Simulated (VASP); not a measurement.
# Si (P6_3/mmc) in VASP: a series of runs

Si is run at these levels: LDA; tasks: single point.

Everything below comes from runs of VASP 6.6.1. Logs are shortened: lines on timing, memory, paths and dates and some standing lists are left out, and cuts for length are marked.

### Step 1. The cell of the first run

It takes space group P6_3/mmc (No. 194, hexagonal). Conventional cell: a = 3.909 Å, b = 3.909 Å, c = 5.949 Å, α = 90.00°, β = 90.00°, γ = 120.00°. Within 2.7 Å of Si (site symmetry 3m) lie 4 Si at 2.05 to 2.44 Å.

This isn't the form of Si at room conditions, which is diamond.

### Step 2. Single point, LDA

File INCAR:

```
PREC = Accurate
ENCUT = 520
EDIFF = 1E-6
ISMEAR = 0
SIGMA = 0.03
LREAL = False
LASPH = True
NELM = 80
ALGO = Normal
ISIF = 2
LWAVE = False
LCHARG = False
NBANDS = 16
```

File KPOINTS:

```
Automatic mesh
0
Gamma
  12 12 6
```

File POSCAR:

```
Si
1.0
    3.9087888130      0.0000000000      0.0000000000
   -1.9543944065      3.3851104101      0.0000000000
    0.0000000000      0.0000000000      5.9487856945
Si
4
Direct
    0.3333333333      0.6666666667      0.0773474439
    0.6666666667      0.3333333333      0.5773474439
    0.3333333333      0.6666666667      0.4226525561
    0.6666666667      0.3333333333      0.9226525561
```

Potentials or basis: VASP PAW LDA potentials, release 64 (Si).

The run is started by

```
> cat potpaw_LDA.64/Si/POTCAR > POTCAR
> mpirun -np 1 vasp_std > vasp.out
```

OUTCAR:

```text
PREC = Accurate
   ENCUT = 520
   EDIFF = 1E-6
   ISMEAR = 0
   LREAL = False
   LASPH = True
   NELM = 80
   ISIF = 2

 ion  position               nearest neighbor table
   1  0.333  0.667  0.077-   3 2.05   4 2.44   4 2.44   4 2.44
   2  0.667  0.333  0.577-   4 2.05   3 2.44   3 2.44   3 2.44
   3  0.333  0.667  0.423-   1 2.05   2 2.44   2 2.44   2 2.44
   4  0.667  0.333  0.923-   2 2.05   1 2.44   1 2.44   1 2.44

  LATTYP: Found a hexagonal cell.
 ALAT       =     3.9087888130
 C/A-ratio  =     1.5219000000

  Lattice vectors:

 A1 = (   3.9087888130,   0.0000000000,   0.0000000000)
 A2 = (  -1.9543944065,   3.3851104101,   0.0000000000)
 A3 = (   0.0000000000,   0.0000000000,   5.9487856945)

Analysis of symmetry for initial positions (statically):
=====================================================================
 Subroutine PRICEL returns:
 Original cell was already a primitive cell.

 Routine SETGRP: Setting up the symmetry group for a
 hexagonal supercell.

 Subroutine GETGRP returns: Found 24 space group operations
 (whereof 12 operations were pure point group operations)
 out of a pool of 24 trial point group operations.

The static configuration has the point symmetry D_3d.
 The point group associated with its full space group is D_6h.

Analysis of symmetry for dynamics (positions and initial velocities):
=====================================================================
 Subroutine PRICEL returns:
 Original cell was already a primitive cell.

 Routine SETGRP: Setting up the symmetry group for a
 hexagonal supercell.

 Subroutine GETGRP returns: Found 24 space group operations
 (whereof 12 operations were pure point group operations)
 out of a pool of 24 trial point group operations.

The dynamic configuration has the point symmetry D_3d.
 The point group associated with its full space group is D_6h.

 Subroutine INISYM returns: Found 24 space group operations
 (whereof 12 operations are pure point group operations),
 and found     1 'primitive' translations

----------------------------------------------------------------------------------------

                                     Primitive cell

  volume of cell :      78.7124

  direct lattice vectors                    reciprocal lattice vectors
     3.908788813  0.000000000  0.000000000     0.255833724  0.147705670  0.000000000
    -1.954394407  3.385110410  0.000000000     0.000000000  0.295411339  0.000000000
     0.000000000  0.000000000  5.948785694     0.000000000  0.000000000  0.168101534

  length of vectors
     3.908788813  3.908788813  5.948785694     0.295411339  0.295411339  0.168101534

  position of ions in fractional coordinates (direct lattice)
     0.333333333  0.666666667  0.077347444
     0.666666667  0.333333333  0.577347444
     0.333333333  0.666666667  0.422652556
     0.666666667  0.333333333  0.922652556

  ion indices of the primitive-cell ions
   primitive index   ion index
                 1           1
                 2           2
                 3           3
                 4           4

----------------------------------------------------------------------------------------

 KPOINTS: Automatic mesh

Automatic generation of k-mesh.
 Grid dimensions read from file:
 generate k-points for:   12   12    6

 Generating k-lattice:

  Cartesian coordinates                     Fractional coordinates (reciprocal lattice)
     0.021319477  0.012308806  0.000000000     0.083333333  0.000000000  0.000000000
     0.000000000  0.024617612  0.000000000     0.000000000  0.083333333  0.000000000
     0.000000000  0.000000000  0.028016922     0.000000000  0.000000000  0.166666667

  Length of vectors
     0.024617612  0.024617612  0.028016922

  Shift w.r.t. Gamma in fractional coordinates (k-lattice)
     0.000000000  0.000000000  0.000000000

 Subroutine IBZKPT returns following result:
 ===========================================

 Found     76 irreducible k-points:

 Following reciprocal coordinates:
            Coordinates               Weight
  0.000000  0.000000  0.000000      1.000000
  0.083333  0.000000  0.000000      6.000000
  0.166667  0.000000  0.000000      6.000000
  0.250000  0.000000  0.000000      6.000000
  0.333333  0.000000  0.000000      6.000000
  0.416667  0.000000  0.000000      6.000000
[... 16 lines left out ...]
  0.250000  0.000000  0.166667     12.000000
  0.333333  0.000000  0.166667     12.000000
 [... further k-points ...]
   k-points           NKPTS =     76   k-points in BZ     NKDIM =     76   number of bands    NBANDS=     16
   number of dos      NEDOS =    301   number of ions     NIONS =      4
   total plane-waves  NPLWV =  43200
   dimension x,y,z NGX =    30 NGY =   30 NGZ =   48
   dimension x,y,z NGXF=    60 NGYF=   60 NGZF=   96
   ions per type =               4
   NGX,Y,Z   is equivalent  to a cutoff of  12.76, 12.76, 13.41 a.u.
   NGXF,Y,Z  is equivalent  to a cutoff of  25.52, 25.52, 26.83 a.u.
 SYSTEM =  unknown system
   PREC   = accura    normal or accurate (medium, high low for compatibility)
   ISTART =      0    job   : 0-new  1-cont  2-samecut
   ICHARG =      2    charge: 1-file 2-atom 10-const
   ISPIN  =      1    spin polarized calculation?
   LNONCOLLINEAR =      F non collinear calculations
   LSORBIT =      F    spin-orbit coupling
   LASPH  =      T    aspherical Exc in radial PAW
   ENCUT  =  520.0 eV  38.22 Ry    6.18 a.u.   7.27  7.27 11.06*2*pi/ulx,y,z
   NELM   =     80;   NELMIN=  2; NELMDL= -5     # of ELM steps
   EDIFF  = 0.1E-05   stopping-criterion for ELM
   LREAL  =      F    real-space projection
   EDIFFG = 0.1E-04   stopping-criterion for IOM
   NSW    =      0    number of steps for IOM
   IBRION =     -1    ionic relax: 0-MD 1-quasi-New 2-CG
   NFREE  =      0    steps in history (QN), initial steepest desc. (CG)
   ISIF   =      2    stress and relaxation
   ISYM   =      2    0-nonsym 1-usesym 2-fastsym
   POTIM  = 0.5000    time-step for ionic-motion
   TEBEG  =    0.0;   TEEND  =   0.0 temperature during run
   PSTRESS=    0.0 pullay stress
   NELECT =      16.0000    total number of electrons
   NUPDOWN=      -1.0000    fix difference up-down
   EMIN   =  10.00;   EMAX   =-10.00  energy-range for DOS
   EFERMI =   0.00;   METHOD = LEGACY
   ISMEAR =     0;   SIGMA  =   0.03  broadening in eV -4-tet -1-fermi 0-gaus
   EFERMI_NEDOS =   21; number of points for ismear=-14 and -15
   IALGO  =     38    algorithm
   IMIX   =      4    mixing-type and parameters
     AMIX     =   0.40;   BMIX     =  1.00
     AMIX_MAG =   1.60;   BMIX_MAG =  1.00
  volume/ion in A,a.u.               =      19.68       132.79
  Fermi-wavevector in a.u.,A,eV,Ry     =   0.962573  1.818999 12.606436  0.926547
  Thomas-Fermi vector in A             =   2.092044
   LORBIT       =      0    0 simple, 1 ext, 2 COOP (PROOUT), +10 PAW based schemes
   GGA     = CA    functional components
   LHFCALC =     F    Hartree Fock is set to
   AEXX    =    0.0000 exact exchange contribution
   IVDW    =     0    specifies the selected vdW correction
   LEPSILON=     F    determine dielectric tensor
   LRPA    =     F    only Hartree local field effects (RPA)
 non-spin polarized calculation
 Gauss-broadening in eV      SIGMA  =   0.03
  energy-cutoff  :      520.00
  volume of cell :       78.71
 maximum number of plane-waves:      2144
 NGX is ok and might be reduce to    30

 number of electron      15.9999999 magnetization

 Free energy of the ion-electron system (eV)
  ---------------------------------------------------
  ext. energy  EPLUGINS =         0.00000000
  ---------------------------------------------------
  free energy    TOTEN  =       -22.50067004 eV

  energy without entropy =      -22.50050503  energy(sigma->0) =      -22.50058754

 E-fermi :   6.3881     XC(G=0):  -9.6541

 val. band max:        6.3206497093   @ k =   0.5000   0.0000   0.0000
 cond. band min:       6.3919715342   @ k =   0.4167   0.0000   0.0000
 fundamental gap:      0.0713218250
 Fermi energy:         6.3881280370

 k-point     1 :       0.0000    0.0000    0.0000
  band No.  band energies     occupation
      1      -6.2687      2.00000
      2      -2.9099      2.00000
      3      -2.0810      2.00000
      4       4.2794      2.00000
      5       4.2794      2.00000
      6       5.0216      2.00000
[... 8 lines left out ...]
     15      10.7831      0.00000
     16      11.4137      0.00000

 k-point     2 :       0.0833    0.0000    0.0000
  band No.  band energies     occupation
      1      -6.1948      2.00000
      2      -2.8315      2.00000
      3      -2.0564      2.00000
      4       3.6466      2.00000
      5       4.1224      2.00000
      6       4.8560      2.00000
[... 8 lines left out ...]
     15      10.9903      0.00000
     16      11.0774      0.00000

 k-point     3 :       0.1667    0.0000    0.0000
  band No.  band energies     occupation
      1      -5.9759      2.00000
      2      -2.5978      2.00000
      3      -2.0063      2.00000
      4       2.5717      2.00000
      5       3.7725      2.00000
      6       4.4259      2.00000
[... 8 lines left out ...]
     15      11.4387      0.00000
     16      11.8382      0.00000

 k-point     4 :       0.2500    0.0000    0.0000
  band No.  band energies     occupation
      1      -5.6209      2.00000
      2      -2.2153      2.00000
      3      -2.0143      2.00000
      4       1.6263      2.00000
      5       3.4018      2.00000
      6       3.5564      2.00000
[... 8 lines left out ...]
     15      11.9661      0.00000
     16      12.4335      0.00000
[... 324 lines left out ...]
 k-point    22 :       0.1667    0.0000    0.1667
  band No.  band energies     occupation
      1      -5.8702      2.00000
      2      -3.4202      2.00000
      3      -1.0508      2.00000
      4       2.7057      2.00000
      5       3.6659      2.00000
      6       3.8660      2.00000
[... 8 lines left out ...]
     15      11.4172      0.00000
     16      11.6777      0.00000

 k-point    23 :       0.2500    0.0000    0.1667
  band No.  band energies     occupation
      1      -5.5169      2.00000
      2      -3.1246      2.00000
      3      -1.0444      2.00000
      4       1.8281      2.00000
      5       2.7319      2.00000
      6       3.4969      2.00000
[... 8 lines left out ...]
     15      12.1188      0.00000
     16      12.3091      0.00000

 k-point    24 :       0.3333    0.0000    0.1667
  band No.  band energies     occupation
      1      -5.0519      2.00000
      2      -2.8372      2.00000
      3      -1.1757      2.00000
      4       1.3711      2.00000
      5       1.7419      2.00000
      6       3.1974      2.00000
[... 8 lines left out ...]
     15      12.9121      0.00000
     16      13.0896      0.00000

 [... further k-points ...]

------------------------ aborting loop because EDIFF is reached ----------------------------------------

  FORCE on cell =-STRESS in cart. coord.  units (eV):
  Direction    XX          YY          ZZ          XY          YZ          ZX
  --------------------------------------------------------------------------------------
  -------------------------------------------------------------------------------------
  Total       -4.4073535     -4.4073535     16.9892020      0.0000000      0.0000000      0.0000000
  in kB      -89.7108767    -89.7108767    345.8121078      0.0000000      0.0000000      0.0000000
  external PRESSURE =      55.4634515 kB  Pullay stress =       0.0000000 kB

 VOLUME and BASIS-vectors are now :
 -----------------------------------------------------------------------------
  energy-cutoff  :      520.00
  volume of cell :       78.71
      direct lattice vectors                 reciprocal lattice vectors
     3.908788813  0.000000000  0.000000000     0.255833724  0.147705670  0.000000000
    -1.954394407  3.385110410  0.000000000     0.000000000  0.295411339  0.000000000
     0.000000000  0.000000000  5.948785694     0.000000000  0.000000000  0.168101534

 POSITION                                       TOTAL-FORCE (eV/Angst)
 -----------------------------------------------------------------------------------
     -0.00000      2.25674      0.46012         0.000000      0.000000     -5.085178
      1.95439      1.12837      3.43452        -0.000000      0.000000     -5.085178
     -0.00000      2.25674      2.51427         0.000000     -0.000000      5.085178
      1.95439      1.12837      5.48866        -0.000000     -0.000000      5.085178
 -----------------------------------------------------------------------------------
    total drift:                               -0.000000      0.000000      0.000000

  FREE ENERGIE OF THE ION-ELECTRON SYSTEM (eV)
  ---------------------------------------------------
  free  energy   TOTEN  =       -22.5006700450 eV

  energy  without entropy=      -22.5005050327  energy(sigma->0) =      -22.50058754
```

Wall time 1.7 min (1 thread of Intel Xeon 8259CL, shared host); peak memory 0.2 GiB.

What came out:

| Item | Value |
| --- | --- |
| Free energy | -22.5007 eV |
| Pressure | 5.5 GPa |
| Largest force | 5.085 eV/Å |
| Band gap on the k mesh | zero (bands 8 and 9 overlap by 0.48 eV) |

Forces in eV/Å, atoms in the order of the input:
```
Si   0.000  0.000 -5.085
Si   0.000  0.000 -5.085
Si   0.000  0.000  5.085
Si   0.000  0.000  5.085
```

Stress tensor (GPa, compression positive):
```
-8.97  0.00  0.00
 0.00 -8.97  0.00
 0.00  0.00 34.58
```

Caveat: the cell stands under pressure; semilocal functionals underestimate gaps, so a narrow gap can read as zero; forces of over 1 eV/Å act on the atoms, so gaps and moduli don't describe the material at rest.

### Step 3. Single point, LDA

This run uses another cell than the first one, of the same volume but with other edges.

File INCAR:

```
SYSTEM = Si
PREC = Accurate ; ENCUT = 520
EDIFF = 1E-7 ; ISMEAR = 0
SIGMA = 0.03 ; LREAL = .False.
LASPH = .True. ; NELM = 60
ALGO = Normal ; ISIF = 2
LWAVE = .False. ; LCHARG = .False.
NBANDS = 16
```

File KPOINTS:

```
regular mesh
0
Gamma
  12 12 6
  0 0 0
```

File POSCAR:

```
Si
1.0
    3.6607427577      0.0000000000      0.0000000000
   -1.8303713789      3.1702962248      0.0000000000
    0.0000000000      0.0000000000      6.7822581071
Si
4
Direct
    0.3333333333      0.6666666667      0.0534951140
    0.6666666667      0.3333333333      0.5534951140
    0.3333333333      0.6666666667      0.4465048860
    0.6666666667      0.3333333333      0.9465048860
```

Potentials or basis: VASP PAW LDA potentials, release 64 (Si).

The run is started by

```
> cat potpaw_LDA.64/Si/POTCAR > POTCAR
> mpirun -np 1 vasp_std > vasp.out
```

It took 2 min on 1 thread of Intel Xeon 8259CL, shared host; peak memory 0.19 GiB.

Results (log left out):

```yaml
Free_energy: -22.9965 eV
Pressure: 4.7 GPa
Largest_force: 1.897 eV/Å
Band_gap_on_the_k_mesh: 0.16 eV
```

Forces in eV/Å, atoms in the order of the input:
```
Si   0.000  0.000  1.897
Si   0.000  0.000  1.897
Si   0.000  0.000 -1.897
Si   0.000  0.000 -1.897
```

Stress tensor (GPa, compression positive):
```
 13.38   0.00   0.00
  0.00  13.38   0.00
  0.00   0.00 -12.77
```

Levels at points of the mesh, in eV from the valence-band top:
```
           k point  band 6  band 7  band 8  band 9  band 10  band 11
(0.00, 0.00, 0.00)   -0.31   -0.31    0.00    0.16     2.15     2.61
(0.50, 0.00, 0.00)   -2.90   -2.53   -1.94    0.59     1.99     2.51
(0.00, 0.00, 0.50)   -0.79   -0.79   -0.79    2.60     2.60     3.19
(0.50, 0.00, 0.50)   -2.49   -2.44   -2.44    0.63     0.63     1.23
```

Caveat: the cell stands under pressure; forces of over 1 eV/Å act on the atoms, so gaps and moduli don't describe the material at rest. A k mesh can miss the band edges.

### Step 4. Single point, LDA

This run uses another cell than the first one, of the same volume but with other edges.

File INCAR:

```
  PREC = Accurate
  ENCUT = 520
  EDIFF = 1E-6
  ISMEAR = 0
  SIGMA = 0.03
  LREAL = False
  LASPH = True
  NELM = 80
  ALGO = Normal
  ISIF = 2
  LWAVE = False
  LCHARG = False
  NBANDS = 16
```

File KPOINTS:

```
Automatic mesh
0
Gamma
  12 12 6
```

File POSCAR:

```
Si
1.0
    3.6181519190      0.0000000000      0.0000000000
   -1.8090759595      3.1334114766      0.0000000000
    0.0000000000      0.0000000000      6.9428717174
Si
4
Direct
    0.3333333333      0.6666666667      0.0487246481
    0.6666666667      0.3333333333      0.5487246481
    0.3333333333      0.6666666667      0.4512753519
    0.6666666667      0.3333333333      0.9512753519
```

The run is started by

```
> cat potpaw_LDA.64/Si/POTCAR > POTCAR
> mpirun -np 1 vasp_std > vasp.out
```

Run time: 1.8 min. Hardware: 1 thread of Intel Xeon 8259CL, shared host; peak memory 0.2 GiB.

It converged, with:

```yaml
Free_energy: -22.3967 eV
Pressure: 8.6 GPa
Largest_force: 2.179 eV/Å
Band_gap_on_the_k_mesh: 0.15 eV (least direct gap 0.20 eV)
```

Forces in eV/Å, atoms in the order of the input:
```
Si   0.000  0.000  2.179
Si   0.000  0.000  2.179
Si   0.000  0.000 -2.179
Si   0.000  0.000 -2.179
```

Stress tensor (GPa, compression positive):
```
 18.95   0.00   0.00
  0.00  18.95   0.00
  0.00   0.00 -12.07
```

Levels at points of the mesh, in eV from the valence-band top:
```csv
k point,band 5,band 6,band 7,band 8,band 9,band 10,band 11,band 12
"(0.00, 0.00, 0.00)",-1.06,-0.40,-0.39,-0.39,0.26,2.59,2.82,2.82
"(0.50, 0.00, 0.00)",-3.89,-2.84,-2.21,-2.07,0.73,1.93,2.04,3.38
"(0.00, 0.00, 0.50)",-0.76,-0.76,-0.76,-0.76,2.94,2.94,3.29,3.29
"(0.50, 0.00, 0.50)",-2.50,-2.50,-2.26,-2.26,0.59,0.59,1.26,1.26
```

Caveat: the cell stands under pressure; forces of over 1 eV/Å act on the atoms, so gaps and moduli don't describe the material at rest. A k mesh can miss the band edges.

### Step 5. Summary

| cell | gap on the mesh (eV) | pressure (GPa) | largest force (eV/Å) |
| --- | --- | --- | --- |
| a = 3.909, b = 3.909, c = 5.949 Å, angles 90.0, 90.0, 120.0°, 4 atoms, atomic positions A | none | 5.5 | 5.09 |
| a = 3.661, b = 3.661, c = 6.782 Å, angles 90.0, 90.0, 120.0°, 4 atoms, atomic positions B | 0.16 | 4.7 | 1.90 |
| a = 3.618, b = 3.618, c = 6.943 Å, angles 90.0, 90.0, 120.0°, 4 atoms, atomic positions C | 0.15 | 8.6 | 2.18 |

Alike in all rows: task single point; level LDA; potentials or basis VASP PAW LDA potentials, release 64 (Si); no spin polarisation; k mesh 12 × 12 × 6; cutoff (eV) 520; smearing gaussian 0.03 eV.

Caveats: the cell stands under pressure; forces of over 1 eV/Å act on the atoms, so gaps and moduli don't describe the material at rest; semilocal functionals underestimate gaps, so a narrow gap can read as zero (at least some runs).

Total energies depend on the potentials used, so only differences within one code and one set of settings carry meaning.
